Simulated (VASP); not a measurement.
# CaSe (I4/mmm) in VASP: a series of runs

CaSe is run at these levels: PBEsol; tasks: single point.

All numbers are computed with VASP 6.6.1; they aren't measurements. Logs are shortened: lines on timing, memory, paths and dates and some standing lists are left out, and cuts for length are marked.

## (1) The cell of the first run

Symmetry: I4/mmm, No. 139, tetragonal system. Conventional cell: a = 4.050 Å, b = 4.050 Å, c = 6.300 Å, α = 90.00°, β = 90.00°, γ = 90.00°. Ca (site symmetry 4/mmm) has 6 Se at 2.86 to 3.15 Å within 3.8 Å. Se (site symmetry 4/mmm) has 6 Ca at 2.86 to 3.15 Å within 3.8 Å.

## (2) Single point, PBEsol

File INCAR:

```
PREC = Accurate ; ENCUT = 520
EDIFF = 1E-6 ; ISMEAR = 0
SIGMA = 0.05 ; LREAL = False
LASPH = True ; NELM = 80
ALGO = Normal ; ISIF = 2
LWAVE = False ; LCHARG = False
GGA = PS ; NBANDS = 15
```

File KPOINTS:

```
regular mesh
0
Gamma
  10 10 10
```

File POSCAR:

```
CaSe
1.0
    0.0000000000      2.8635638290      3.1499202119
    2.8635638290      0.0000000000      3.1499202119
    2.8635638290      2.8635638290      0.0000000000
Ca Se
1 1
Direct
    0.0000000000      0.0000000000      0.0000000000
    0.5000000000      0.5000000000      0.5000000000
```

Potentials or basis: VASP PAW PBE potentials, release 64 (Ca_sv, Se).

The run is started by

```bash
$ cat potpaw_PBE.64/Ca_sv/POTCAR potpaw_PBE.64/Se/POTCAR > POTCAR
$ mpirun -np 1 vasp_std > vasp.out
```

OUTCAR:

```text
PREC = Accurate
   ENCUT = 520
   EDIFF = 1E-6
   ISMEAR = 0
   LREAL = False
   LASPH = True
   NELM = 80
   ISIF = 2
   GGA = PS

 ion  position               nearest neighbor table
   1  0.000  0.000  0.000-   2 2.86   2 2.86   2 2.86   2 2.86
   2  0.500  0.500  0.500-   1 2.86   1 2.86   1 2.86   1 2.86

  LATTYP: Found a body centered tetragonal cell.
 ALAT       =     4.0496908037
 C/A-ratio  =     1.5556349186

  Lattice vectors:

 A1 = (  -2.8635638290,   0.0000000000,   3.1499202119)
 A2 = (   2.8635638290,   0.0000000000,   3.1499202119)
 A3 = (   0.0000000000,   2.8635638290,  -3.1499202119)

Analysis of symmetry for initial positions (statically):
=====================================================================
 Subroutine PRICEL returns:
 Original cell was already a primitive cell.

 Routine SETGRP: Setting up the symmetry group for a
 body centered tetragonal supercell.

 Subroutine GETGRP returns: Found 16 space group operations
 (whereof 16 operations were pure point group operations)
 out of a pool of 16 trial point group operations.

The static configuration has the point symmetry D_4h.

Analysis of symmetry for dynamics (positions and initial velocities):
=====================================================================
 Subroutine PRICEL returns:
 Original cell was already a primitive cell.

 Routine SETGRP: Setting up the symmetry group for a
 body centered tetragonal supercell.

 Subroutine GETGRP returns: Found 16 space group operations
 (whereof 16 operations were pure point group operations)
 out of a pool of 16 trial point group operations.

The dynamic configuration has the point symmetry D_4h.

 Subroutine INISYM returns: Found 16 space group operations
 (whereof 16 operations are pure point group operations),
 and found     1 'primitive' translations

----------------------------------------------------------------------------------------

                                     Primitive cell

  volume of cell :      51.6587

  direct lattice vectors                    reciprocal lattice vectors
     0.000000000  2.863563829  3.149920212    -0.174607597  0.174607597  0.158734179
     2.863563829  0.000000000  3.149920212     0.174607597 -0.174607597  0.158734179
     2.863563829  2.863563829  0.000000000     0.174607597  0.174607597 -0.158734179

  length of vectors
     4.256993674  4.256993674  4.049690804     0.293550959  0.293550959  0.293550959

  position of ions in fractional coordinates (direct lattice)
     0.000000000  0.000000000  0.000000000
     0.500000000  0.500000000  0.500000000

  ion indices of the primitive-cell ions
   primitive index   ion index
[... 82 lines left out ...]
   POTIM  = 0.5000    time-step for ionic-motion
   TEBEG  =    0.0;   TEEND  =   0.0 temperature during run
   PSTRESS=    0.0 pullay stress
   NELECT =      16.0000    total number of electrons
   NUPDOWN=      -1.0000    fix difference up-down
   EMIN   =  10.00;   EMAX   =-10.00  energy-range for DOS
   EFERMI =   0.00;   METHOD = LEGACY
   ISMEAR =     0;   SIGMA  =   0.05  broadening in eV -4-tet -1-fermi 0-gaus
   EFERMI_NEDOS =   21; number of points for ismear=-14 and -15
   IALGO  =     38    algorithm
   IMIX   =      4    mixing-type and parameters
     AMIX     =   0.40;   BMIX     =  1.00
     AMIX_MAG =   1.60;   BMIX_MAG =  1.00
  volume/ion in A,a.u.               =      25.83       174.30
  Fermi-wavevector in a.u.,A,eV,Ry     =   1.107645  2.093145 16.692666  1.226876
  Thomas-Fermi vector in A             =   2.244161
   LORBIT       =      0    0 simple, 1 ext, 2 COOP (PROOUT), +10 PAW based schemes
   GGA     = PS    functional components
   LHFCALC =     F    Hartree Fock is set to
   AEXX    =    0.0000 exact exchange contribution
   IVDW    =     0    specifies the selected vdW correction
   LEPSILON=     F    determine dielectric tensor
   LRPA    =     F    only Hartree local field effects (RPA)
 non-spin polarized calculation
 Gauss-broadening in eV      SIGMA  =   0.05
  energy-cutoff  :      520.00
  volume of cell :       51.66
 maximum number of plane-waves:      1420
   NGX = 15   NGY = 15   NGZ = 15

 number of electron      15.9999999 magnetization

 Free energy of the ion-electron system (eV)
  ---------------------------------------------------
  ext. energy  EPLUGINS =         0.00000000
  ---------------------------------------------------
  free energy    TOTEN  =        -9.99182194 eV

  energy without entropy =       -9.99182194  energy(sigma->0) =       -9.99182194

 E-fermi :   2.7179     XC(G=0):  -9.3195

 val. band max:        2.3706026762   @ k =   0.0000   0.0000   0.0000
 cond. band min:       4.2825910205   @ k =   0.5000   0.0000   0.5000
 fundamental gap:      1.9119883443
 Fermi energy:         2.7179284477

 k-point     1 :       0.0000    0.0000    0.0000
  band No.  band energies     occupation
      1     -37.1435      2.00000
      2     -18.2434      2.00000
      3     -18.2165      2.00000
      4     -18.2165      2.00000
      5      -9.5016      2.00000
      6       2.3074      2.00000
      7       2.3706      2.00000
      8       2.3706      2.00000
      9       5.2303      0.00000
     10       5.5953      0.00000
     11       6.2388      0.00000
     12       6.2388      0.00000
     13       6.7674      0.00000
     14       6.8324      0.00000
[... 401 lines left out ...]
      2     -18.3069      2.00000
      3     -18.2434      2.00000
      4     -18.2344      2.00000
      5      -9.0464      2.00000
      6      -0.1893      2.00000
      7       1.4294      2.00000
      8       1.6620      2.00000
      9       4.8118      0.00000
     10       7.3621      0.00000
     11       7.7515      0.00000
     12       8.1168      0.00000
     13       8.1410      0.00000
     14       8.9477      0.00000
     15      10.8105      0.00000

 [... further k-points ...]
[... 5 lines left out ...]
  --------------------------------------------------------------------------------------
  -------------------------------------------------------------------------------------
  Total        0.8520117      0.8520117     -1.5592274      0.0000000      0.0000000      0.0000000
  in kB       26.4248700     26.4248700    -48.3589383      0.0000000      0.0000000      0.0000000
  external PRESSURE =       1.4969339 kB  Pullay stress =       0.0000000 kB

 VOLUME and BASIS-vectors are now :
 -----------------------------------------------------------------------------
  energy-cutoff  :      520.00
  volume of cell :       51.66
      direct lattice vectors                 reciprocal lattice vectors
     0.000000000  2.863563829  3.149920212    -0.174607597  0.174607597  0.158734179
     2.863563829  0.000000000  3.149920212     0.174607597 -0.174607597  0.158734179
     2.863563829  2.863563829  0.000000000     0.174607597  0.174607597 -0.158734179

 POSITION                                       TOTAL-FORCE (eV/Angst)
 -----------------------------------------------------------------------------------
      0.00000      0.00000      0.00000         0.000000     -0.000000     -0.000000
      2.86356      2.86356      3.14992        -0.000000      0.000000      0.000000
 -----------------------------------------------------------------------------------
    total drift:                                0.000000     -0.000000     -0.000000

  FREE ENERGIE OF THE ION-ELECTRON SYSTEM (eV)
  ---------------------------------------------------
  free  energy   TOTEN  =        -9.9918219414 eV

  energy  without entropy=       -9.9918219414  energy(sigma->0) =       -9.99182194
```

OSZICAR:

```text
N       E                     dE             d eps       ncg     rms          rms(c)
DAV:   1     0.106518819495E+03    0.10652E+03   -0.74711E+03  3060   0.984E+02
DAV:   2    -0.562837208226E+01   -0.11215E+03   -0.10663E+03  3816   0.243E+02
DAV:   3    -0.996463368267E+01   -0.43363E+01   -0.42997E+01  4231   0.460E+01
DAV:   4    -0.101664046847E+02   -0.20177E+00   -0.20167E+00  4199   0.818E+00
DAV:   5    -0.101677211511E+02   -0.13165E-02   -0.13164E-02  4095   0.748E-01    0.429E+00
DAV:   6    -0.100131222898E+02    0.15460E+00   -0.18149E-01  3662   0.234E+00    0.251E+00
DAV:   7    -0.999104572240E+01    0.22077E-01   -0.95273E-02  3990   0.199E+00    0.747E-01
DAV:   8    -0.999171686354E+01   -0.67114E-03   -0.97440E-03  3452   0.781E-01    0.991E-02
DAV:   9    -0.999176621743E+01   -0.49354E-04   -0.54044E-04  3870   0.232E-01    0.452E-02
DAV:  10    -0.999181631207E+01   -0.50095E-04   -0.10319E-04  3578   0.643E-02    0.141E-02
DAV:  11    -0.999182250037E+01   -0.61883E-05   -0.19165E-05  3837   0.417E-02    0.680E-03
DAV:  12    -0.999182194141E+01    0.55896E-06   -0.10449E-06  2684   0.843E-03
   1 F= -.99918219E+01 E0= -.99918219E+01  d E =-.623650E-25
```

stdout:

```text
POSCAR found type information on POSCAR CaSe
 POSCAR found :  2 types and       2 ions
 scaLAPACK will be used
 -----------------------------------------------------------------------------
|                                                                             |
|                                                                             |
|     You enforced a specific xc type in the INCAR file but a different       |
|     I HOPE YOU KNOW WHAT YOU ARE DOING!                                     |
|                                                                             |
 -----------------------------------------------------------------------------

 LDA part: xc-table for (Slater+PW92), standard interpolation
 POSCAR, INCAR and KPOINTS ok, starting setup
 FFT: planning ... GRIDC
 FFT: planning ... GRID_SOFT
 FFT: planning ... GRID
 WAVECAR not read
 entering main loop
```

It took 46 s on 1 thread of Intel Xeon Platinum 8259CL at 2.50GHz (Skylake/Cascade Lake), shared host; peak memory 0.23 GiB.

What came out:

```
Free energy            : -9.9918 eV
Pressure               : 0.1 GPa
Band gap on the k mesh : 1.91 eV (least direct gap 2.67 eV)
```

Caveat: the PAW data sets were made with another functional, which shifts forces and pressure a little.

## (3) Single point, PBEsol

This run uses another cell than the first one, of the same volume but with other edges.

File INCAR:

```
SYSTEM = CaSe
PREC = Accurate ; ENCUT = 520
EDIFF = 1E-7 ; ISMEAR = 0
SIGMA = 0.05 ; LREAL = .FALSE.
LASPH = .TRUE. ; NELM = 100
ALGO = Normal ; ISIF = 2
LWAVE = .FALSE. ; LCHARG = .TRUE.
GGA = PS ; LELF = .TRUE.
LVHAR = .TRUE. ; NBANDS = 15
```

File KPOINTS:

```
regular mesh
0
G
  10 10 10
  0 0 0
```

File POSCAR:

```
CaSe
1.0
    0.0000000000      3.4124527302      2.2180942746
    3.4124527302      0.0000000000      2.2180942746
    3.4124527302      3.4124527302      0.0000000000
Ca Se
1 1
Direct
    0.0000000000      0.0000000000      0.0000000000
    0.5000000000      0.5000000000      0.5000000000
```

Potentials or basis: VASP PAW PBE potentials, release 64 (Ca_sv, Se).

The run is started by

```bash
$ cat potpaw_PBE.64/Ca_sv/POTCAR potpaw_PBE.64/Se/POTCAR > POTCAR
$ mpirun -np 1 vasp_std > vasp.out
```

Wall time 68 s (1 thread of Intel Xeon Platinum 8259CL at 2.50GHz (Skylake/Cascade Lake), shared host); peak memory 0.23 GiB.

The run converged. Its results:

```yaml
Free_energy: -6.2532 eV
Pressure: 31.8 GPa
Band_gap_on_the_k_mesh: zero (bands 8 and 9 overlap by 0.14 eV)
```

Stress tensor (GPa, compression positive):
```
 -6.40   0.00   0.00
  0.00  -6.40   0.00
  0.00   0.00 108.26
```

Levels at points of the mesh, in eV from the Fermi level:
| k point | band 5 | band 6 | band 7 | band 8 | band 9 | band 10 | band 11 | band 12 |
| --- | --- | --- | --- | --- | --- | --- | --- | --- |
| (0.00, 0.00, 0.00) | -13.70 | -1.77 | -1.77 | -0.44 | 0.13 | 1.70 | 1.70 | 1.93 |
| (0.50, 0.00, 0.00) | -11.85 | -4.89 | -3.53 | -3.45 | 2.62 | 3.61 | 4.42 | 4.59 |
| (0.50, 0.50, 0.00) | -13.15 | -3.39 | -3.39 | -1.40 | 0.17 | 3.64 | 3.64 | 4.84 |
| (0.50, 0.00, 0.50) | -13.35 | -4.40 | -1.80 | -0.53 | 0.98 | 1.62 | 3.90 | 4.09 |

Caveat: the cell stands under pressure; semilocal functionals underestimate gaps, so a narrow gap can read as zero; the PAW data sets were made with another functional, which shifts forces and pressure a little.

## (4) Single point, PBEsol

This run uses another cell than the first one, of the same volume but with other edges.

File INCAR:

```
SYSTEM = CaSe
PREC = Accurate
ENCUT = 520
EDIFF = 1E-6
ISMEAR = 0
SIGMA = 0.05
LREAL = .FALSE.
LASPH = .TRUE.
NELM = 100
ALGO = Normal
ISIF = 2
LWAVE = .FALSE.
LCHARG = .TRUE.
GGA = PS
LELF = .TRUE.
LVHAR = .TRUE.
NBANDS = 15
```

File KPOINTS:

```
Automatic mesh
0
G
  10 10 10
  0 0 0
```

File POSCAR:

```
CaSe
1.0
    0.0000000000      2.5823038538      3.8734557806
    2.5823038538      0.0000000000      3.8734557806
    2.5823038538      2.5823038538      0.0000000000
Ca Se
1 1
Direct
    0.0000000000      0.0000000000      0.0000000000
    0.5000000000      0.5000000000      0.5000000000
```

The run is started by

```bash
$ cat potpaw_PBE.64/Ca_sv/POTCAR potpaw_PBE.64/Se/POTCAR > POTCAR
$ mpirun -np 1 vasp_std > vasp.out
```

Wall time 58 s (1 thread of Intel Xeon Platinum 8259CL at 2.50GHz (Skylake/Cascade Lake), shared host); peak memory 0.24 GiB.

The run converged. Its results:

| Quantity | Value |
| --- | --- |
| Free energy | -8.7558 eV |
| Pressure | 15.8 GPa |
| Band gap on the k mesh | 1.20 eV |

Stress tensor (GPa, compression positive):
```
26.20  0.00  0.00
 0.00 26.20  0.00
 0.00  0.00 -4.96
```

Levels at points of the mesh, in eV from the valence-band top:
| k point | band 6 | band 7 | band 8 | band 9 | band 10 | band 11 |
| --- | --- | --- | --- | --- | --- | --- |
| (0.00, 0.00, 0.00) | -1.08 | 0.00 | 0.00 | 1.20 | 1.84 | 4.56 |
| (0.50, 0.00, 0.00) | -4.00 | -2.11 | -1.81 | 3.62 | 4.84 | 5.59 |
| (0.50, 0.50, 0.00) | -3.22 | -0.22 | -0.22 | 1.48 | 4.68 | 5.57 |
| (0.50, 0.00, 0.50) | -2.35 | -1.87 | -1.03 | 1.89 | 4.11 | 4.46 |

Caveat: the cell stands under pressure; the PAW data sets were made with another functional, which shifts forces and pressure a little. A k mesh can miss the band edges.

[end of part 1 of 2]
